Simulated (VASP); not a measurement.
Here is a VASP 6.6.1 calculation.

INCAR

```
PREC = Accurate
ENCUT = 520
EDIFF = 1E-7
ISMEAR = -1
SIGMA = 0.0689
LREAL = Auto
LASPH = T
NELM = 60
ALGO = Normal
ISIF = 2
LWAVE = F
LCHARG = F
GGA = PE
NBANDS = 78
```

Contents of KPOINTS:

```
regular mesh
0
Gamma
  1 1 1
```

File POSCAR:

```
RbBr
1.0
    0.0000000000      6.9003986740     -6.9003986740
   -6.9003986740      0.0000000000     -6.9003986740
   -6.9003986740      6.9003986740      0.0000000000
Rb Br
8 8
Direct
    0.4733889525      0.4864550091      0.0219201103
   -0.0154624399      0.5331128205      0.0192462793
    0.4756296201      0.0210866077     -0.0171691529
    0.0233159717     -0.0428332498      0.0010781261
    0.5131336851      0.4565470995      0.5056933903
    0.0050337671      0.5660013551      0.4560842277
    0.4742436132     -0.0012697817      0.5338863990
    0.0106697458      0.0347647305      0.4505583875
    0.6971926880      0.7582027861      0.3062852742
    0.2612254864      0.7730301178      0.2186793939
    0.7288353525      0.2456271848      0.2500275102
    0.2106132658      0.2972715921      0.2578219874
    0.8052720955      0.6873058680      0.7733411868
    0.2612568614      0.7289305644      0.7434090032
    0.8013857258      0.2430805928      0.7337460108
    0.2373370840      0.2229338583      0.8058919148
```

Potentials or basis: VASP PAW PBE potentials, release 64 (Rb_sv, Br).

The run is started by

```sh
$ cat potpaw_PBE.64/Rb_sv/POTCAR potpaw_PBE.64/Br/POTCAR > POTCAR
$ mpirun -np 1 vasp_gam > vasp.out
```

(1) Predict the pressure.

(2) Estimate the largest force.

## Answers

(1) 1.8 GPa.

(2) 1.538 eV/Å.

Caveat: the k points lie up to 0.79 Å⁻¹ apart; forces of over 1 eV/Å act on the atoms, so gaps and moduli don't describe the material at rest.
